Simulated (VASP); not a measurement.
Input of a VASP 6.6.1 run:

INCAR

```
PREC = Accurate ; ENCUT = 520
EDIFF = 1E-7 ; ISMEAR = -1
SIGMA = 0.1 ; LREAL = F
LASPH = T ; NELM = 60
ALGO = Normal ; ISIF = 2
LWAVE = F ; LCHARG = F
GGA = PE ; NBANDS = 16
```

Contents of KPOINTS:

```
regular mesh
0
Gamma
  14 14 14
```

Contents of POSCAR:

```
AlRu
1.0
    2.8919033783      0.0000000000      0.0000000000
    0.0000000000      2.8919033783      0.0000000000
    0.0000000000      0.0000000000      2.8919033783
Ru Al
1 1
Direct
    0.0000000000      0.0000000000      0.0000000000
    0.5000000000      0.5000000000      0.5000000000
```

Potentials or basis: VASP PAW PBE potentials, release 64 (Ru_pv, Al).

Run with:

```bash
$ cat potpaw_PBE.64/Ru_pv/POTCAR potpaw_PBE.64/Al/POTCAR > POTCAR
$ mpirun -np 1 vasp_std > vasp.out
```

(1) What does it give for the pressure?

(2) Predict the band gap on the k mesh.

Results:

(1) 30.0 GPa.

(2) zero (an odd number of electrons rules out a gap without spin polarisation).

Caveat: the cell stands under pressure.
